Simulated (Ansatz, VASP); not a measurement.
## Two plane-wave programs on ZnO2

```xyz
12
Lattice="4.8700 0.0000 0.0000 0.0000 4.8700 0.0000 0.0000 0.0000 4.8700" Properties=species:S:1:pos:R:3 pbc="T T T"
Zn    0.0000    2.4350    2.4350
Zn    2.4350    2.4350    0.0000
Zn    2.4350    0.0000    2.4350
Zn    0.0000    0.0000    0.0000
O     2.0085    0.4265    4.4435
O     0.4265    4.4435    2.0085
O     4.4435    2.0085    0.4265
O     2.8615    2.8615    2.8615
O     2.0085    2.0085    2.0085
O     0.4265    2.8615    4.4435
O     4.4435    0.4265    2.8615
O     2.8615    4.4435    0.4265
```

Alike in both runs: functional PBEsol; k mesh 4 × 4 × 4; occupations gaussian, width 0.1 eV; no spin polarisation.

Ansatz relaxed the structure, and its values are those at the end. VASP's run is a single point on that final structure, the one shown.

```csv
,VASP,Ansatz
version,VASP 6.6.1,Ansatz 0.2.0
potentials or method,"VASP PAW PBE potentials, release 64 (Zn, O), cutoff 520 eV","scalar-relativistic, plane waves, PAW"
valence electrons in the cell,96,96
```

```tsv
	VASP	Ansatz	Ansatz less VASP
gap on the k mesh at the Fermi level (eV)	2.24	2.27	+0.030
least direct gap on the mesh (eV)	2.33	2.36	+0.028
pressure (GPa)	0.9	-0.2	-1.08
rms of the force components (eV/Å)	0.068	0.012	-0.0556
```

VASP's potentials were made for PBE, not for PBEsol.
